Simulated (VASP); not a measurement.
# Nb2GeSb4 (C2/m) in VASP: single point with PBEsol

Aim: the single point of Nb2GeSb4 with PBEsol.

Everything below comes from runs of VASP 6.6.1. Logs are shortened: lines on timing, memory, paths and dates and some standing lists are left out, and cuts for length are marked.

## (1) The cell of the first run

Symmetry: C2/m, No. 12, monoclinic system. The conventional cell has a = 16.869 Å, b = 3.558 Å, c = 5.770 Å, α = 90.00°, β = 105.90°, γ = 90.00°. Within 3.6 Å of Nb (site symmetry m) lie 6 Sb at 2.75 to 2.86 Å and 6 Nb at 3.30 to 3.56 Å. Ge (site symmetry 2/m) has 6 Sb at 2.85 to 2.97 Å and 2 Ge at 3.56 Å within 3.8 Å. Within 3.7 Å of Sb (site symmetry m) lie 3 Nb at 2.83 to 2.86 Å and 1 Ge at 2.97 Å and 6 Sb at 3.33 to 3.56 Å. Sb (site symmetry m) has 3 Nb at 2.75 to 2.83 Å and 2 Ge at 2.85 Å and 6 Sb at 3.33 to 3.56 Å within 3.6 Å.

## (2) Single point, PBEsol

Contents of INCAR:

```
PREC = Accurate ; ENCUT = 520
EDIFF = 1E-7 ; ISMEAR = -1
SIGMA = 0.03 ; LREAL = F
LASPH = T ; NELM = 100
ALGO = Normal ; ISIF = 2
LWAVE = F ; LCHARG = F
GGA = PS ; NBANDS = 39
```

Contents of KPOINTS:

```
regular mesh
0
Gamma
  6 6 4
```

Contents of POSCAR:

```
Nb2GeSb4
1.0
    8.3264461307     -1.7791458239      1.3445865628
    8.3264461307      1.7791458239      1.3445865628
   -2.4450400750      0.0000000000      5.2262016526
Nb Ge Sb
2 1 4
Direct
    0.2547187961      0.2547187961      0.2628915148
    0.7452812039      0.7452812039      0.7371084852
    0.0000000000      0.0000000000      0.0000000000
    0.1218279352      0.1218279352      0.4814515438
    0.8781720648      0.8781720648      0.5185484562
    0.3677893325      0.3677893325     -0.0018956270
    0.6322106675      0.6322106675      1.0018956270
```

Potentials or basis: VASP PAW PBE potentials, release 64 (Nb_sv, Ge_d, Sb).

The run is started by

```sh
$ cat potpaw_PBE.64/Nb_sv/POTCAR potpaw_PBE.64/Ge_d/POTCAR potpaw_PBE.64/Sb/POTCAR > POTCAR
$ mpirun -np 1 vasp_std > vasp.out
```

OUTCAR:

```text
PREC = Accurate
   ENCUT = 520
   EDIFF = 1E-7
   ISMEAR = -1
   LREAL = F
   LASPH = T
   NELM = 100
   ISIF = 2
   GGA = PS

 ion  position               nearest neighbor table
   1  0.255  0.255  0.263-   6 2.75   5 2.83   5 2.83   7 2.83   7 2.83   4 2.86
   2  0.745  0.745  0.737-   7 2.75   4 2.83   4 2.83   6 2.83   6 2.83   5 2.86
   3  0.000  0.000  0.000-   7 2.85   7 2.85   6 2.85   6 2.85   4 2.97   5 2.97
   4  0.122  0.122  0.481-   2 2.83   2 2.83   1 2.86   3 2.97   7 3.33   7 3.33   7 3.45   7 3.45

   5  0.878  0.878  0.519-   1 2.83   1 2.83   2 2.86   3 2.97   6 3.33   6 3.33   6 3.45   6 3.45

   6  0.368  0.368  0.998-   1 2.75   2 2.83   2 2.83   3 2.85   3 2.85   5 3.33   5 3.33   5 3.45
                             5 3.45
   7  0.632  0.632  0.002-   2 2.75   1 2.83   1 2.83   3 2.85   3 2.85   4 3.33   4 3.33   4 3.45
                             4 3.45

  LATTYP: Found a base centered monoclinic cell.
 ALAT       =    16.8686239145
 B/A-ratio  =     0.2109414298
 C/A-ratio  =     0.3420474871
 COS(beta)  =    -0.2739431807

  Lattice vectors:

 A1 = (   8.3264461307,  -1.7791458239,   1.3445865628)
 A2 = (   8.3264461307,   1.7791458239,   1.3445865628)
 A3 = (  -2.4450400750,   0.0000000000,   5.2262016526)

Analysis of symmetry for initial positions (statically):
=====================================================================
 Subroutine PRICEL returns:
 Original cell was already a primitive cell.

 Routine SETGRP: Setting up the symmetry group for a
 base centered monoclinic supercell.

 Subroutine GETGRP returns: Found  4 space group operations
 (whereof  4 operations were pure point group operations)
 out of a pool of  4 trial point group operations.

The static configuration has the point symmetry C_2h.

Analysis of symmetry for dynamics (positions and initial velocities):
=====================================================================
 Subroutine PRICEL returns:
 Original cell was already a primitive cell.

 Routine SETGRP: Setting up the symmetry group for a
 base centered monoclinic supercell.

 Subroutine GETGRP returns: Found  4 space group operations
 (whereof  4 operations were pure point group operations)
 out of a pool of  4 trial point group operations.

The dynamic configuration has the point symmetry C_2h.

 Subroutine INISYM returns: Found  4 space group operations
 (whereof  4 operations are pure point group operations),
 and found     1 'primitive' translations

----------------------------------------------------------------------------------------

                                     Primitive cell

  volume of cell :     166.5396

  direct lattice vectors                    reciprocal lattice vectors
     8.326446131 -1.779145824  1.344586563     0.055831605 -0.281033737  0.026120407
     8.326446131  1.779145824  1.344586563     0.055831605  0.281033737  0.026120407
    -2.445040075  0.000000000  5.226201653    -0.028728484  0.000000000  0.177903144

  length of vectors
     8.619917520  8.619917520  5.769870422     0.287714103  0.287714103  0.180207809

  position of ions in fractional coordinates (direct lattice)
     0.254718796  0.254718796  0.262891515
     0.745281204  0.745281204  0.737108485
     0.000000000  0.000000000  0.000000000
     0.121827935  0.121827935  0.481451544
     0.878172065  0.878172065  0.518548456
     0.367789333  0.367789333  0.998104373
     0.632210667  0.632210667  0.001895627

  ion indices of the primitive-cell ions
   primitive index   ion index
                 1           1
                 2           2
                 3           3
                 4           4
                 5           5
                 6           6
                 7           7

----------------------------------------------------------------------------------------

 KPOINTS: regular mesh

Automatic generation of k-mesh.
 Grid dimensions read from file:
 generate k-points for:    6    6    4

 Generating k-lattice:

  Cartesian coordinates                     Fractional coordinates (reciprocal lattice)
     0.009305268 -0.046838956  0.004353401     0.166666667  0.000000000  0.000000000
     0.009305268  0.046838956  0.004353401     0.000000000  0.166666667  0.000000000
    -0.007182121  0.000000000  0.044475786     0.000000000  0.000000000  0.250000000

  Length of vectors
     0.047952351  0.047952351  0.045051952

  Shift w.r.t. Gamma in fractional coordinates (k-lattice)
     0.000000000  0.000000000  0.000000000

 Subroutine IBZKPT returns following result:
 ===========================================

 Found     47 irreducible k-points:

 Following reciprocal coordinates:
            Coordinates               Weight
  0.000000  0.000000  0.000000      1.000000
  0.166667  0.000000  0.000000      4.000000
  0.333333  0.000000  0.000000      4.000000
  0.500000  0.000000 -0.000000      2.000000
  0.166667  0.166667  0.000000      2.000000
  0.333333  0.166667  0.000000      4.000000
[... 16 lines left out ...]
 -0.333333  0.166667  0.250000      4.000000
 -0.166667  0.166667  0.250000      4.000000
 [... further k-points ...]
   k-points           NKPTS =     47   k-points in BZ     NKDIM =     47   number of bands    NBANDS=     39
   number of dos      NEDOS =    301   number of ions     NIONS =      7
   total plane-waves  NPLWV = 196608
   dimension x,y,z NGX =    64 NGY =   64 NGZ =   48
   dimension x,y,z NGXF=   128 NGYF=  128 NGZF=   96
   ions per type =               2   1   4
   NGX,Y,Z   is equivalent  to a cutoff of  12.34, 12.34, 13.83 a.u.
   NGXF,Y,Z  is equivalent  to a cutoff of  24.69, 24.69, 27.66 a.u.
 SYSTEM =  unknown system
   PREC   = accura    normal or accurate (medium, high low for compatibility)
   ISTART =      0    job   : 0-new  1-cont  2-samecut
   ICHARG =      2    charge: 1-file 2-atom 10-const
   ISPIN  =      1    spin polarized calculation?
   LNONCOLLINEAR =      F non collinear calculations
   LSORBIT =      F    spin-orbit coupling
   LASPH  =      T    aspherical Exc in radial PAW
   ENCUT  =  520.0 eV  38.22 Ry    6.18 a.u.  16.03 16.03 10.73*2*pi/ulx,y,z
   NELM   =    100;   NELMIN=  2; NELMDL= -5     # of ELM steps
   EDIFF  = 0.1E-06   stopping-criterion for ELM
   LREAL  =      F    real-space projection
   EDIFFG = 0.1E-05   stopping-criterion for IOM
   NSW    =      0    number of steps for IOM
   IBRION =     -1    ionic relax: 0-MD 1-quasi-New 2-CG
   NFREE  =      0    steps in history (QN), initial steepest desc. (CG)
   ISIF   =      2    stress and relaxation
   ISYM   =      2    0-nonsym 1-usesym 2-fastsym
   POTIM  = 0.5000    time-step for ionic-motion
   TEBEG  =    0.0;   TEEND  =   0.0 temperature during run
   PSTRESS=    0.0 pullay stress
   NELECT =      60.0000    total number of electrons
   NUPDOWN=      -1.0000    fix difference up-down
   EMIN   =  10.00;   EMAX   =-10.00  energy-range for DOS
   EFERMI =   0.00;   METHOD = LEGACY
   ISMEAR =    -1;   SIGMA  =   0.03  broadening in eV -4-tet -1-fermi 0-gaus
   EFERMI_NEDOS =   21; number of points for ismear=-14 and -15
   IALGO  =     38    algorithm
   IMIX   =      4    mixing-type and parameters
     AMIX     =   0.40;   BMIX     =  1.00
     AMIX_MAG =   1.60;   BMIX_MAG =  1.00
  volume/ion in A,a.u.               =      23.79       160.55
  Fermi-wavevector in a.u.,A,eV,Ry     =   1.164893  2.201329 18.462776  1.356976
  Thomas-Fermi vector in A             =   2.301425
   LORBIT       =      0    0 simple, 1 ext, 2 COOP (PROOUT), +10 PAW based schemes
   GGA     = PS    functional components
   LHFCALC =     F    Hartree Fock is set to
   AEXX    =    0.0000 exact exchange contribution
   IVDW    =     0    specifies the selected vdW correction
   LEPSILON=     F    determine dielectric tensor
   LRPA    =     F    only Hartree local field effects (RPA)
 non-spin polarized calculation
  energy-cutoff  :      520.00
  volume of cell :      166.54
 maximum number of plane-waves:      4507
   NGX = 33   NGY = 33   NGZ = 21

 number of electron      59.9999997 magnetization

 Free energy of the ion-electron system (eV)
  ---------------------------------------------------
  ext. energy  EPLUGINS =         0.00000000
  ---------------------------------------------------
  free energy    TOTEN  =       -44.85734745 eV

  energy without entropy =      -44.84655299  energy(sigma->0) =      -44.85195022

 E-fermi :   8.3929     XC(G=0): -10.6940

 val. band max:        8.3886369208   @ k =  -0.3333   0.1667  -0.0000
 cond. band min:       8.3968464721   @ k =  -0.1667  -0.0000   0.2500
 fundamental gap:      0.0082095514
 Fermi energy:         8.3929376544

 k-point     1 :       0.0000    0.0000    0.0000
  band No.  band energies     occupation
      1     -46.4497      2.00000
      2     -46.4206      2.00000
      3     -22.7127      2.00000
      4     -22.5950      2.00000
      5     -22.5764      2.00000
      6     -22.5272      2.00000
[... 31 lines left out ...]
     38      12.1656      0.00000
     39      12.1704      0.00000

 k-point     2 :       0.1667    0.0000    0.0000
  band No.  band energies     occupation
      1     -46.4458      2.00000
      2     -46.4206      2.00000
      3     -22.6917      2.00000
      4     -22.6040      2.00000
      5     -22.5860      2.00000
      6     -22.5338      2.00000
[... 31 lines left out ...]
     38      11.6601      0.00000
     39      12.0857      0.00000

 k-point     3 :       0.3333    0.0000    0.0000
  band No.  band energies     occupation
      1     -46.4368      2.00000
      2     -46.4222      2.00000
      3     -22.6545      2.00000
      4     -22.6453      2.00000
      5     -22.6007      2.00000
      6     -22.5662      2.00000
[... 832 lines left out ...]
 k-point    23 :      -0.3333    0.1667    0.2500
  band No.  band energies     occupation
      1     -46.4276      2.00000
      2     -46.4276      2.00000
      3     -22.7009      2.00000
      4     -22.7009      2.00000
      5     -22.5516      2.00000
      6     -22.5516      2.00000
[... 31 lines left out ...]
     38      11.1820      0.00000
     39      11.4174      0.00000

 k-point    24 :      -0.1667    0.1667    0.2500
  band No.  band energies     occupation
      1     -46.4349      2.00000
      2     -46.4241      2.00000
      3     -22.6932      2.00000
      4     -22.6506      2.00000
      5     -22.5706      2.00000
      6     -22.5596      2.00000
[... 31 lines left out ...]
     38      11.1650      0.00000
     39      11.7724      0.00000

 [... further k-points ...]

------------------------ aborting loop because EDIFF is reached ----------------------------------------

  FORCE on cell =-STRESS in cart. coord.  units (eV):
  Direction    XX          YY          ZZ          XY          YZ          ZX
  --------------------------------------------------------------------------------------
  -------------------------------------------------------------------------------------
  Total       -0.0100373     -0.0247044     -0.0643534      0.0000000      0.0000000      0.0119019
  in kB       -0.0965624     -0.2376657     -0.6191053      0.0000000      0.0000000      0.1145008
  external PRESSURE =      -0.3177778 kB  Pullay stress =       0.0000000 kB

 VOLUME and BASIS-vectors are now :
 -----------------------------------------------------------------------------
  energy-cutoff  :      520.00
  volume of cell :      166.54
      direct lattice vectors                 reciprocal lattice vectors
     8.326446131 -1.779145824  1.344586563     0.055831605 -0.281033737  0.026120407
     8.326446131  1.779145824  1.344586563     0.055831605  0.281033737  0.026120407
    -2.445040075  0.000000000  5.226201653    -0.028728484  0.000000000  0.177903144

 POSITION                                       TOTAL-FORCE (eV/Angst)
 -----------------------------------------------------------------------------------
      3.59902      0.00000      2.05891        -0.001546      0.000000      0.004869
     10.60883      0.00000      5.85647         0.001546      0.000000     -0.004869
      0.00000      0.00000      0.00000         0.000000      0.000000      0.000000
      0.85162      0.00000      2.84378        -0.001511      0.000000      0.002707
     13.35623      0.00000      5.07160         0.001511      0.000000     -0.002707
      3.68435      0.00000      6.20534        -0.011470      0.000000      0.002564
     10.52350      0.00000      1.71003         0.011470      0.000000     -0.002564
 -----------------------------------------------------------------------------------
    total drift:                               -0.000000      0.000000      0.000000

  FREE ENERGIE OF THE ION-ELECTRON SYSTEM (eV)
  ---------------------------------------------------
  free  energy   TOTEN  =       -44.8573474486 eV

  energy  without entropy=      -44.8465529946  energy(sigma->0) =      -44.85195022
```

Run time: 11 min. Hardware: 1 thread of Intel Xeon Platinum 8259CL at 2.50GHz (Skylake/Cascade Lake), shared host; peak memory 0.63 GiB.

Results:

```
Free energy            : -44.8573 eV
Pressure               : 0.0 GPa
Largest force          : 0.012 eV/Å
Band gap on the k mesh : zero (bands 30 and 31 overlap by 0.72 eV)
```

Forces in eV/Å, atoms in the order of the input:
```
Nb  -0.002  0.000  0.005
Nb   0.002  0.000 -0.005
Ge   0.000  0.000  0.000
Sb  -0.002  0.000  0.003
Sb   0.002  0.000 -0.003
Sb  -0.011  0.000  0.003
Sb   0.011  0.000 -0.003
```

Caveat: the PAW data sets were made with another functional, which shifts forces and pressure a little; spin-orbit coupling is left out, which moves the levels of the heavy elements.
